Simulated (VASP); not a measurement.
A run of VASP 6.6.1:

The input INCAR:

```
SYSTEM = Mg4O
PREC = Accurate
ENCUT = 520
EDIFF = 1E-7
ISMEAR = 0
SIGMA = 0.1
LREAL = .FALSE.
LASPH = .TRUE.
NELM = 80
ALGO = Normal
ISIF = 2
LWAVE = .FALSE.
LCHARG = .FALSE.
LDIPOL = .TRUE.
IDIPOL = 3
DIPOL = 0.5 0.5 0.334
GGA = PS
IBRION = 2
NSW = 36
EDIFFG = -0.025
```

The input KPOINTS:

```
regular mesh
0
G
  8 5 1
  0 0 0
```

File POSCAR:

```
Mg4O
1.0
    3.1881999939      0.0000000000      0.0000000000
    0.0000000000      5.1084658709      0.0000000000
    0.0000000000      0.0000000000     19.1358427726
Mg O
4 1
Selective dynamics
Direct
    0.0000000000      0.7500000000      0.2090318178  F F F
    0.5000000000      0.2500000000      0.2571276385  F F F
    0.5000000000      0.7500000000      0.3576109084  F F F
    0.0000000000      0.2500000000      0.3990335238  F F F
    0.2500000000      0.5000000000      0.4481560010  F F T
```

Potentials or basis: VASP PAW PBE potentials, release 64 (Mg, O).

Command:

```sh
$ cat potpaw_PBE.64/Mg/POTCAR potpaw_PBE.64/O/POTCAR > POTCAR
$ mpirun -np 1 vasp_std > vasp.out
```

Hardware: 1 thread of Intel(R) Xeon(R) 6975P-C (Granite Rapids) (shared host).

Question: How long does it take, and how much memory?

Answer: Wall time 3.2 min on 1 thread of Intel(R) Xeon(R) 6975P-C (Granite Rapids) (shared host), peak memory 0.41 GiB. Counts: scf iterations 72, k points 21, ion steps 4.
